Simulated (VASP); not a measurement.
Wanted: the native input for a VASP 6.6.1 run.

* Task: single point
* Functional: LDA
* Potentials or basis: VASP PAW LDA potentials, release 64 (Cu)
* Cutoff: 520 eV
* k mesh: 7 × 7 × 7
* Occupations: fermi-dirac, width 0.1 eV
* Spin: no spin polarisation
* Dipole correction: no
* Further INCAR settings: ALGO = Normal; EDIFF = 1e-07; NBANDS = 12

The structure of Cu lies in POSCAR:

```
Cu
1.0
   -2.2399030000      2.2399030000      4.8707040000
    2.2399030000     -2.2399030000      4.8707040000
    2.2399030000      2.2399030000     -4.8707040000
Cu
1
Direct
    0.0000000000      0.0000000000      0.0000000000
```

These files were run (other wordings do the same):

INCAR

```
PREC     = Accurate       # precision mode
ENCUT    = 520            # plane-wave cutoff, eV
EDIFF    = 1E-7           # SCF threshold, eV
ISMEAR   = -1             # smearing method
SIGMA    = 0.1            # smearing width, eV
LREAL    = F              # projectors in reciprocal space
LASPH    = T              # aspherical terms in the spheres
NELM     = 80             # most SCF steps
ALGO     = Normal         # electronic algorithm
ISIF     = 2              # what is computed and relaxed
LWAVE    = F              # write WAVECAR
LCHARG   = T              # write CHGCAR
GGA      = CA             # functional
LELF     = T              # ELF
LVHAR    = T            
NBANDS   = 12             # bands
```

KPOINTS

```
Automatic mesh
0
Gamma
  7 7 7
```

Potentials or basis: VASP PAW LDA potentials, release 64 (Cu).

Command:

```bash
$ cat potpaw_LDA.64/Cu/POTCAR > POTCAR
$ mpirun -np 1 vasp_std > vasp.out
```

It gave:

- Pressure: -1.3 GPa

It took 56 s on 1 thread of Intel(R) Xeon(R) Platinum 8259CL CPU @ 2.50GHz (Skylake/Cascade Lake), with other jobs on the host, peak memory 0.25 GiB.
